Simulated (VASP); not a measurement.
MgSc2C2: single point with PBE

Crystal: MgSc2C2.

```
CELL_PARAMETERS angstrom
-1.66275 2.44391 4.12191
1.66275 -2.44391 4.12191
1.66275 2.44391 -4.12191
ATOMIC_POSITIONS crystal
Mg 0.00000 0.00000 0.00000
Sc 0.30941 0.80941 0.50000
Sc 0.69059 0.19059 0.50000
C 0.65119 0.50000 0.15119
C 0.34881 0.50000 0.84881
```

The cell was built from a structure type or drawn by symmetry, and may not be a known phase.

```json
{
  "Program": "VASP 6.6.1",
  "Task": "single point",
  "Functional": "PBE",
  "Potentials or basis": "VASP PAW PBE potentials, release 64 (Mg_sv, Sc_sv, C)",
  "Cutoff": "750 eV",
  "k mesh": "6 × 6 × 6",
  "Occupations": "gaussian, width 0.1 eV",
  "Spin": "no spin polarisation"
}
```

The pressure is 0.2 GPa, the largest force is 0.069 eV/Å and the band gap on the k mesh is zero (bands 20 and 21 overlap by 1.80 eV).

Forces on the atoms (eV/Å):
```
Mg   0.000  0.000  0.000
Sc   0.000  0.000 -0.065
Sc   0.000  0.000  0.065
C    0.000  0.069  0.000
C    0.000 -0.069  0.000
```

Stress tensor (GPa, compression positive):
```
-0.04  0.00  0.00
 0.00  0.14  0.00
 0.00  0.00  0.37
```

Levels at points of the mesh, in eV from the Fermi level:
| k point | band 16 | band 17 | band 18 | band 19 | band 20 | band 21 | band 22 | band 23 | band 24 | band 25 |
| --- | --- | --- | --- | --- | --- | --- | --- | --- | --- | --- |
| (0.00, 0.00, 0.00) | -4.39 | -3.63 | -0.87 | -0.82 | -0.08 | 0.17 | 2.11 | 2.57 | 3.06 | 3.29 |
| (0.50, 0.00, 0.00) | -3.64 | -3.44 | -1.88 | -0.07 | 0.36 | 0.96 | 1.07 | 1.98 | 2.44 | 2.75 |
| (0.00, 0.50, 0.00) | -4.52 | -3.99 | -1.92 | -1.15 | -1.15 | -0.97 | 1.82 | 2.85 | 3.22 | 3.75 |
| (0.50, 0.50, 0.00) | -3.85 | -3.24 | -2.73 | -1.86 | 0.15 | 0.55 | 0.78 | 2.00 | 2.68 | 3.17 |
| (0.50, 0.50, 0.50) | -5.81 | -3.35 | -0.52 | -0.47 | 0.41 | 1.30 | 1.33 | 1.54 | 1.78 | 2.73 |

Wall time 5.5 min on 1 thread of AMD EPYC 7R43 64-Core Processor (Zen 3), with other jobs on the host, peak memory 0.37 GiB.
